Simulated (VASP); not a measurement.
The system is AgB2.

```
Ag B
1.0
     3.02118    0.00000    0.00000
    -1.51059    2.61642    0.00000
     0.00000    0.00000    4.06266
Ag B
1 2
Direct
  0.00000 0.00000 0.00000
  0.33333 0.66667 0.50000
  0.66667 0.33333 0.50000
```

Base run:

| Quantity | Value |
| --- | --- |
| Program | VASP 6.6.1 |
| Functional | PBE |
| Potentials or basis | VASP PAW PBE potentials, release 64 (Ag, B) |
| Cutoff | 520 eV |
| k mesh | 14 × 14 × 11 |
| Occupations | fermi-dirac, width 0.05 eV |
| Spin | no spin polarisation |

Its results: band gap on the k mesh zero (an odd number of electrons rules out a gap without spin polarisation); pressure -0.1 GPa.

**Question.** The run is repeated on the same cell with these changes: functional from PBE to revPBE; occupations from fermi-dirac, width 0.05 eV to gaussian, width 0.001 eV. What comes out?

**Answer.** Band gap on the k mesh zero (an odd number of electrons rules out a gap without spin polarisation); pressure 2.7 GPa.

Caveats: the PAW data sets were made with another functional, which shifts forces and pressure a little (at least some runs).
